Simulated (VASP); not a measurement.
Runs of VASP 6.6.1 on Au. The structure is that of space group P6_3/mmc (No. 194), or close to it. The cells are those of the table. 

| task | level | cell | cutoff (eV) | gap on the mesh (eV) | pressure (GPa) | relaxed volume (Å³/atom) |
| --- | --- | --- | --- | --- | --- | --- |
| relaxation of cell and atoms | BLYP+D3(BJ) | relaxed from a = 2.900, b = 2.900, c = 4.880 Å, angles 90.0, 90.0, 120.0°, 2 atoms | 600 | none | -0.1 | 17.78 |
| single point | BLYP+D3(BJ) | a = 2.910, b = 2.910, c = 4.822 Å, angles 90.0, 90.0, 120.0°, 2 atoms | 520 | none | 0.7 | - |
| relaxation of cell and atoms | PBEsol | relaxed from a = 2.900, b = 2.900, c = 4.880 Å, angles 90.0, 90.0, 120.0°, 2 atoms | 600 | none | 0.2 | (b) |
| relaxation of cell and atoms | PBEsol+D3(BJ) | relaxed from a = 2.900, b = 2.900, c = 4.880 Å, angles 90.0, 90.0, 120.0°, 2 atoms | 600 | none | 0.2 | 16.43 |
| single point | PBEsol | a = 2.868, b = 2.868, c = 4.786 Å, angles 90.0, 90.0, 120.0°, 2 atoms | 520 | none | -0.2 | - |
| single point | PBEsol+D3(BJ) | a = 2.835, b = 2.835, c = 4.731 Å, angles 90.0, 90.0, 120.0°, 2 atoms | 520 | none | (a) | - |

Alike in all rows: potentials or basis VASP PAW PBE potentials, release 64 (Au); no spin polarisation; k mesh 8 × 8 × 5; smearing methfessel-paxton 0.1 eV.

Estimate the missing entries.

(a) -0.3; (b) 17.02.

Caveats: the PAW data sets were made with another functional, which shifts forces and pressure a little; spin-orbit coupling is left out, which moves the levels of the heavy elements; pairwise dispersion overbinds metals, which lowers pressure and volume (some runs).

A k mesh can miss the band edges, and the runs leave out spin-orbit coupling on Au.

A gap of «none» marks levels without a gap at the run's occupations.
